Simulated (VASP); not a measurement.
# SnO (P4/nmm) in VASP: notebook

The runs below take SnO through single point, with PBEsol.

All numbers are computed with VASP 6.6.1; they aren't measurements. Logs are shortened: lines on timing, memory, paths and dates and some standing lists are left out, and cuts for length are marked.

## (1) The cell of the first run

Symmetry: P4/nmm, No. 129, tetragonal system. The conventional cell has a = 3.643 Å, b = 3.643 Å, c = 4.202 Å, α = 90.00°, β = 90.00°, γ = 90.00°. Sn (site symmetry 4mm) has 4 O at 2.16 Å within 2.9 Å. Within 2.9 Å of O (site symmetry -4m2) lie 4 Sn at 2.16 Å and 4 O at 2.58 Å.

## (2) Single point, PBEsol

The input, INCAR:

```
PREC     = Accurate       # precision mode
ENCUT    = 520            # plane-wave cutoff, eV
EDIFF    = 1E-7           # SCF threshold, eV
ISMEAR   = 0              # smearing method
SIGMA    = 0.1            # smearing width, eV
LREAL    = F              # projectors in reciprocal space
LASPH    = T              # aspherical terms in the spheres
NELM     = 80             # most SCF steps
ALGO     = Normal         # electronic algorithm
ISIF     = 2              # what is computed and relaxed
LWAVE    = F              # write WAVECAR
LCHARG   = F              # write CHGCAR
GGA      = PS             # functional
NBANDS   = 50             # bands
```

The input, KPOINTS:

```
Automatic mesh
0
Gamma
  10 10 4
```

The input, POSCAR:

```
SnO
1.0
    2.5757876855     -2.5757876855      0.0000000000
    2.5757876855      2.5757876855      0.0000000000
    0.0000000000      0.0000000000      8.4047561225
Sn O
4 4
Direct
    0.7500000000      0.2500000000      0.8889153841
    0.2500000000      0.7500000000      0.1110846159
    0.7500000000      0.2500000000      0.3889153841
    0.2500000000      0.7500000000      0.6110846159
    0.2500000000      0.2500000000      0.2500000000
    0.7500000000      0.7500000000      0.7500000000
    0.2500000000      0.2500000000      0.7500000000
    0.7500000000      0.7500000000      0.2500000000
```

Potentials or basis: VASP PAW PBE potentials, release 64 (Sn_d, O).

The run is started by

```
$ cat potpaw_PBE.64/Sn_d/POTCAR potpaw_PBE.64/O/POTCAR > POTCAR
$ mpirun -np 1 vasp_std > vasp.out
```

OUTCAR:

```text
PREC = Accurate
   ENCUT = 520
   EDIFF = 1E-7
   ISMEAR = 0
   LREAL = F
   LASPH = T
   NELM = 80
   ISIF = 2
   GGA = PS

 ion  position               nearest neighbor table
   1  0.750  0.250  0.889-   6 2.16   7 2.16   6 2.16   7 2.16   2 3.18   2 3.18   2 3.18   2 3.18
                             4 3.48   4 3.48   4 3.48   4 3.48
   2  0.250  0.750  0.111-   5 2.16   8 2.16   5 2.16   8 2.16   1 3.18   1 3.18   1 3.18   1 3.18
                             3 3.48   3 3.48   3 3.48   3 3.48
   3  0.750  0.250  0.389-   5 2.16   8 2.16   8 2.16   5 2.16   4 3.18   4 3.18   4 3.18   4 3.18
                             2 3.48   2 3.48   2 3.48   2 3.48
   4  0.250  0.750  0.611-   6 2.16   7 2.16   7 2.16   6 2.16   3 3.18   3 3.18   3 3.18   3 3.18
                             1 3.48   1 3.48   1 3.48   1 3.48
   5  0.250  0.250  0.250-   2 2.16   3 2.16   2 2.16   3 2.16
   6  0.750  0.750  0.750-   1 2.16   4 2.16   1 2.16   4 2.16
   7  0.250  0.250  0.750-   1 2.16   4 2.16   4 2.16   1 2.16
   8  0.750  0.750  0.250-   2 2.16   3 2.16   3 2.16   2 2.16

  LATTYP: Found a simple tetragonal cell.
 ALAT       =     3.6427138786
 C/A-ratio  =     2.3072786946

  Lattice vectors:

 A1 = (   2.5757876855,  -2.5757876855,   0.0000000000)
 A2 = (   2.5757876855,   2.5757876855,   0.0000000000)
 A3 = (   0.0000000000,   0.0000000000,   8.4047561225)

Analysis of symmetry for initial positions (statically):
=====================================================================
 Subroutine PRICEL returns following result:

  LATTYP: Found a simple tetragonal cell.
 ALAT       =     3.6427138786
 C/A-ratio  =     1.1536393473

  Lattice vectors:

 A1 = (   2.5757876855,  -2.5757876855,   0.0000000000)
 A2 = (   2.5757876855,   2.5757876855,   0.0000000000)
 A3 = (   0.0000000000,   0.0000000000,   4.2023780613)

   2 primitive cells build up your supercell.

 Routine SETGRP: Setting up the symmetry group for a
 simple tetragonal supercell.

 Subroutine GETGRP returns: Found 16 space group operations
 (whereof  4 operations were pure point group operations)
 out of a pool of 16 trial point group operations.

The static configuration has the point symmetry C_2h.
 The point group associated with its full space group is D_4h.

Analysis of symmetry for dynamics (positions and initial velocities):
=====================================================================
 Subroutine PRICEL returns following result:

  LATTYP: Found a simple tetragonal cell.
 ALAT       =     3.6427138786
 C/A-ratio  =     1.1536393473

  Lattice vectors:

 A1 = (   2.5757876855,  -2.5757876855,   0.0000000000)
 A2 = (   2.5757876855,   2.5757876855,   0.0000000000)
 A3 = (   0.0000000000,   0.0000000000,   4.2023780613)

   2 primitive cells build up your supercell.

 Routine SETGRP: Setting up the symmetry group for a
 simple tetragonal supercell.

 Subroutine GETGRP returns: Found 16 space group operations
 (whereof  4 operations were pure point group operations)
 out of a pool of 16 trial point group operations.

The dynamic configuration has the point symmetry C_2h.
 The point group associated with its full space group is D_4h.

 Subroutine INISYM returns: Found 16 space group operations
 (whereof  4 operations are pure point group operations),
 and found     2 'primitive' translations

----------------------------------------------------------------------------------------

                                     Primitive cell

  volume of cell :      55.7629

  direct lattice vectors                    reciprocal lattice vectors
     2.575787685 -2.575787685  0.000000000     0.194115378 -0.194115378  0.000000000
     2.575787685  2.575787685  0.000000000     0.194115378  0.194115378  0.000000000
     0.000000000  0.000000000  4.202378061     0.000000000  0.000000000  0.237960504

  length of vectors
     3.642713879  3.642713879  4.202378061     0.274520600  0.274520600  0.237960504

  position of ions in fractional coordinates (direct lattice)
     0.750000000  0.250000000  0.777830768
     0.250000000  0.750000000  0.222169232
     0.250000000  0.250000000  0.500000000
     0.750000000  0.750000000  0.500000000

  ion indices of the primitive-cell ions
   primitive index   ion index
                 1           1
                 2           2
                 3           7
                 4           6

----------------------------------------------------------------------------------------

 KPOINTS: Automatic mesh

Automatic generation of k-mesh.
 Grid dimensions read from file:
 generate k-points for:   10   10    4

 Generating k-lattice:

  Cartesian coordinates                     Fractional coordinates (reciprocal lattice)
     0.019411538 -0.019411538  0.000000000     0.100000000  0.000000000  0.000000000
     0.019411538  0.019411538  0.000000000     0.000000000  0.100000000  0.000000000
     0.000000000  0.000000000  0.029745063     0.000000000  0.000000000  0.250000000

  Length of vectors
     0.027452060  0.027452060  0.029745063

  Shift w.r.t. Gamma in fractional coordinates (k-lattice)
     0.000000000  0.000000000  0.000000000

 Subroutine IBZKPT returns following result:
 ===========================================

 Found     63 irreducible k-points:

 Following reciprocal coordinates:
            Coordinates               Weight
  0.000000  0.000000  0.000000      1.000000
  0.100000  0.000000  0.000000      4.000000
  0.200000  0.000000  0.000000      4.000000
  0.300000  0.000000  0.000000      4.000000
  0.400000  0.000000  0.000000      4.000000
  0.500000  0.000000  0.000000      2.000000
[... 16 lines left out ...]
  0.100000  0.000000  0.250000      8.000000
  0.200000  0.000000  0.250000      8.000000
 [... further k-points ...]
   k-points           NKPTS =     63   k-points in BZ     NKDIM =     63   number of bands    NBANDS=     50
   number of dos      NEDOS =    301   number of ions     NIONS =      8
   total plane-waves  NPLWV =  50176
   dimension x,y,z NGX =    28 NGY =   28 NGZ =   64
   dimension x,y,z NGXF=    56 NGYF=   56 NGZF=  128
   ions per type =               4   4
   NGX,Y,Z   is equivalent  to a cutoff of  12.78, 12.78, 12.66 a.u.
   NGXF,Y,Z  is equivalent  to a cutoff of  25.56, 25.56, 25.32 a.u.
 SYSTEM =  unknown system
   PREC   = accura    normal or accurate (medium, high low for compatibility)
   ISTART =      0    job   : 0-new  1-cont  2-samecut
   ICHARG =      2    charge: 1-file 2-atom 10-const
   ISPIN  =      1    spin polarized calculation?
   LNONCOLLINEAR =      F non collinear calculations
   LSORBIT =      F    spin-orbit coupling
   LASPH  =      T    aspherical Exc in radial PAW
   ENCUT  =  520.0 eV  38.22 Ry    6.18 a.u.   6.77  6.77 15.63*2*pi/ulx,y,z
   NELM   =     80;   NELMIN=  2; NELMDL= -5     # of ELM steps
   EDIFF  = 0.1E-06   stopping-criterion for ELM
   LREAL  =      F    real-space projection
   EDIFFG = 0.1E-05   stopping-criterion for IOM
   NSW    =      0    number of steps for IOM
   IBRION =     -1    ionic relax: 0-MD 1-quasi-New 2-CG
   NFREE  =      0    steps in history (QN), initial steepest desc. (CG)
   ISIF   =      2    stress and relaxation
   ISYM   =      2    0-nonsym 1-usesym 2-fastsym
   POTIM  = 0.5000    time-step for ionic-motion
   TEBEG  =    0.0;   TEEND  =   0.0 temperature during run
   PSTRESS=    0.0 pullay stress
   NELECT =      80.0000    total number of electrons
   NUPDOWN=      -1.0000    fix difference up-down
   EMIN   =  10.00;   EMAX   =-10.00  energy-range for DOS
   EFERMI =   0.00;   METHOD = LEGACY
   ISMEAR =     0;   SIGMA  =   0.10  broadening in eV -4-tet -1-fermi 0-gaus
   EFERMI_NEDOS =   21; number of points for ismear=-14 and -15
   IALGO  =     38    algorithm
   IMIX   =      4    mixing-type and parameters
     AMIX     =   0.40;   BMIX     =  1.00
     AMIX_MAG =   1.60;   BMIX_MAG =  1.00
  volume/ion in A,a.u.               =      13.94        94.08
  Fermi-wavevector in a.u.,A,eV,Ry     =   1.465479  2.769355 29.220282  2.147630
  Thomas-Fermi vector in A             =   2.581331
   LORBIT       =      0    0 simple, 1 ext, 2 COOP (PROOUT), +10 PAW based schemes
   GGA     = PS    functional components
   LHFCALC =     F    Hartree Fock is set to
   AEXX    =    0.0000 exact exchange contribution
   IVDW    =     0    specifies the selected vdW correction
   LEPSILON=     F    determine dielectric tensor
   LRPA    =     F    only Hartree local field effects (RPA)
 non-spin polarized calculation
 Gauss-broadening in eV      SIGMA  =   0.10
  energy-cutoff  :      520.00
  volume of cell :      111.53
 maximum number of plane-waves:      3068
 NGX is ok and might be reduce to    28
   NGX = 13   NGY = 13   NGZ = 31

 number of electron      79.9999960 magnetization

 Free energy of the ion-electron system (eV)
  ---------------------------------------------------
  ext. energy  EPLUGINS =         0.00000000
  ---------------------------------------------------
  free energy    TOTEN  =       -47.49202814 eV

  energy without entropy =      -47.49024358  energy(sigma->0) =      -47.49113586

 E-fermi :   9.9987     XC(G=0): -11.8014

 val. band max:        9.8629730712   @ k =   0.5000   0.4000   0.2500
 cond. band min:      10.0070632995   @ k =   0.1000   0.1000   0.5000
 fundamental gap:      0.1440902282
 Fermi energy:         9.9986556533

 k-point     1 :       0.0000    0.0000    0.0000
  band No.  band energies     occupation
      1     -12.3996      2.00000
      2     -12.2904      2.00000
      3     -11.8426      2.00000
      4     -11.8205      2.00000
      5     -11.8205      2.00000
      6     -11.7566      2.00000
[... 42 lines left out ...]
     49      16.5223      0.00000
     50      16.8419      0.00000

 k-point     2 :       0.1000    0.0000    0.0000
  band No.  band energies     occupation
      1     -12.3909      2.00000
      2     -12.2949      2.00000
      3     -11.8688      2.00000
      4     -11.8220      2.00000
      5     -11.8148      2.00000
      6     -11.8142      2.00000
[... 1158 lines left out ...]
 k-point    24 :       0.2000    0.0000    0.2500
  band No.  band energies     occupation
      1     -12.3593      2.00000
      2     -12.3173      2.00000
      3     -12.0195      2.00000
      4     -11.9310      2.00000
      5     -11.8006      2.00000
      6     -11.7932      2.00000
[... 42 lines left out ...]
     49      17.2638      0.00000
     50      17.6476      0.00000

 [... further k-points ...]
[... 5 lines left out ...]
  --------------------------------------------------------------------------------------
  -------------------------------------------------------------------------------------
  Total       10.6989243     10.6989243     10.7486772      0.0000000      0.0000000      0.0000000
  in kB      153.7005638    153.7005638    154.4153133      0.0000000      0.0000000      0.0000000
  external PRESSURE =     153.9388136 kB  Pullay stress =       0.0000000 kB

 VOLUME and BASIS-vectors are now :
 -----------------------------------------------------------------------------
  energy-cutoff  :      520.00
  volume of cell :      111.53
      direct lattice vectors                 reciprocal lattice vectors
     2.575787685 -2.575787685  0.000000000     0.194115378 -0.194115378  0.000000000
     2.575787685  2.575787685  0.000000000     0.194115378  0.194115378  0.000000000
     0.000000000  0.000000000  8.404756123     0.000000000  0.000000000  0.118980252

 POSITION                                       TOTAL-FORCE (eV/Angst)
 -----------------------------------------------------------------------------------
      2.57579     -1.28789      7.47112        -0.000000      0.000000      0.102978
      2.57579      1.28789      0.93364         0.000000     -0.000000     -0.102978
      2.57579     -1.28789      3.26874         0.000000     -0.000000      0.102978
      2.57579      1.28789      5.13602         0.000000      0.000000     -0.102978
      1.28789      0.00000      2.10119        -0.000000     -0.000000     -0.000000
      3.86368      0.00000      6.30357         0.000000      0.000000      0.000000
      1.28789      0.00000      6.30357        -0.000000     -0.000000     -0.000000
      3.86368      0.00000      2.10119        -0.000000      0.000000      0.000000
 -----------------------------------------------------------------------------------
    total drift:                                0.000000      0.000000      0.000000

  FREE ENERGIE OF THE ION-ELECTRON SYSTEM (eV)
  ---------------------------------------------------
  free  energy   TOTEN  =       -47.4920281378 eV

  energy  without entropy=      -47.4902435755  energy(sigma->0) =      -47.49113586
```

Wall time 12 min (1 thread of Intel Xeon 8259CL, shared host); peak memory 0.38 GiB.

What came out:

```yaml
Free_energy: -47.4920 eV
Pressure: 15.4 GPa
Largest_force: 0.103 eV/Å
Band_gap_on_the_k_mesh: zero (bands 40 and 41 overlap by 1.49 eV)
```

Forces on the atoms (eV/Å):
```
Sn   0.000  0.000  0.103
Sn   0.000  0.000 -0.103
Sn   0.000  0.000  0.103
Sn   0.000  0.000 -0.103
O    0.000  0.000  0.000
O    0.000  0.000  0.000
O    0.000  0.000  0.000
O    0.000  0.000  0.000
```

Caveat: the cell stands under pressure; the PAW data sets were made with another functional, which shifts forces and pressure a little; spin-orbit coupling is left out, which moves the levels of the heavy elements.

## (3) Single point, PBEsol

This run uses another cell than the first one, of 14.90 Å³/atom.

The input, INCAR:

```
SYSTEM = SnO
PREC     = Accurate       ! precision mode
ENCUT    = 520            ! plane-wave cutoff, eV
EDIFF    = 1E-7           ! SCF threshold, eV
ISMEAR   = 0              ! smearing method
SIGMA    = 0.1            ! smearing width, eV
LREAL    = .False.        ! projectors in reciprocal space
LASPH    = .True.         ! aspherical terms in the spheres
NELM     = 100            ! most SCF steps
ALGO     = Normal         ! electronic algorithm
ISIF     = 2              ! what is computed and relaxed
LWAVE    = .False.        ! write WAVECAR
LCHARG   = .False.        ! write CHGCAR
GGA      = PS             ! functional
NBANDS   = 50             ! bands
```

The input, KPOINTS:

```
regular mesh
0
Gamma
  10 10 4
  0 0 0
```

The input, POSCAR:

```
SnO
1.0
    2.6176906216     -2.6176906216      0.0000000000
    2.6176906216      2.6176906216      0.0000000000
    0.0000000000      0.0000000000      8.6955419659
Sn O
4 4
Direct
    0.7500000000      0.2500000000      0.8838884675
    0.2500000000      0.7500000000      0.1161115325
    0.7500000000      0.2500000000      0.3838884675
    0.2500000000      0.7500000000      0.6161115325
    0.2500000000      0.2500000000      0.2500000000
    0.7500000000      0.7500000000      0.7500000000
    0.2500000000      0.2500000000      0.7500000000
    0.7500000000      0.7500000000      0.2500000000
```

Potentials or basis: VASP PAW PBE potentials, release 64 (Sn_d, O).

The run is started by

```
$ cat potpaw_PBE.64/Sn_d/POTCAR potpaw_PBE.64/O/POTCAR > POTCAR
$ mpirun -np 1 vasp_std > vasp.out
```

Run time: 10 min. Hardware: 1 thread of Intel Xeon 8259CL, shared host; peak memory 0.4 GiB.

Results (log left out):

* Free energy: -48.0362 eV
* Pressure: 8.4 GPa
* Largest force: 0.093 eV/Å
* Band gap on the k mesh: zero (bands 40 and 41 overlap by 1.03 eV)

Forces in eV/Å, atoms in the order of the input:
```
Sn   0.000  0.000  0.093
Sn   0.000  0.000 -0.093
Sn   0.000  0.000  0.093
Sn   0.000  0.000 -0.093
O    0.000  0.000  0.000
O    0.000  0.000  0.000
O    0.000  0.000  0.000
O    0.000  0.000  0.000
```

Levels at points of the mesh, in eV from the Fermi level:
```csv
k point,band 36,band 37,band 38,band 39,band 40,band 41,band 42,band 43,band 44,band 45
"(0.00, 0.00, 0.00)",-3.35,-3.35,-2.39,-1.93,0.18,1.87,2.07,2.07,2.95,3.33
"(0.50, 0.00, 0.00)",-5.13,-3.27,-3.27,-1.88,-1.88,3.34,3.34,3.98,3.98,4.99
"(0.50, 0.50, 0.00)",-2.65,-2.65,-2.65,-2.01,-2.01,-0.85,-0.85,2.04,2.04,4.62
"(0.00, 0.00, 0.50)",-3.35,-3.35,-3.35,-0.03,-0.03,1.92,1.92,2.86,2.86,2.86
"(0.50, 0.00, 0.50)",-5.18,-2.47,-2.47,-2.47,-2.47,3.65,3.65,3.65,3.65,5.37
"(0.50, 0.50, 0.50)",-2.78,-2.65,-2.65,-2.65,-2.65,0.40,0.40,0.40,0.40,5.55
```

Caveat: the cell stands under pressure; the PAW data sets were made with another functional, which shifts forces and pressure a little; spin-orbit coupling is left out, which moves the levels of the heavy elements.

(Part 1 of 2 ends here.)
